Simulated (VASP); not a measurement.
Runs of VASP 6.6.1 on CsSnI3. The structure is that of space group Pm-3m (No. 221), or close to it. The cells are those of the table. 

| cell | k mesh | smearing | gap on the mesh (eV) | pressure (GPa) |
| --- | --- | --- | --- | --- |
| a = 4.761 Å, 5 atoms | 8 × 8 × 8 | gaussian 0.1 eV | none | (a) |
| a = 6.345 Å, 5 atoms | 6 × 6 × 6 | gaussian 0.02 eV | (c) | -0.4 |
| a = 5.020 Å, 5 atoms | 8 × 8 × 8 | gaussian 0.1 eV | none | 50.0 |
| a = 6.283 Å, 5 atoms | 6 × 6 × 6 | gaussian 0.02 eV | 0.47 | 0.0 |
| a = 6.406 Å, 5 atoms | 6 × 6 × 6 | gaussian 0.02 eV | 0.70 | (b) |

Alike in all rows: task single point; level PBE; potentials or basis VASP PAW PBE potentials, release 64 (Cs_sv, Sn_d, I); no spin polarisation; cutoff (eV) 520.

Q: Fill in the values left out.

A: (a) 90.0; (b) -0.8; (c) 0.59.

Caveats: spin-orbit coupling is left out, which moves the levels of the heavy elements.

A k mesh can miss the band edges, and the runs leave out spin-orbit coupling on Cs, I, Sn.

A gap of «none» marks levels without a gap at the run's occupations.
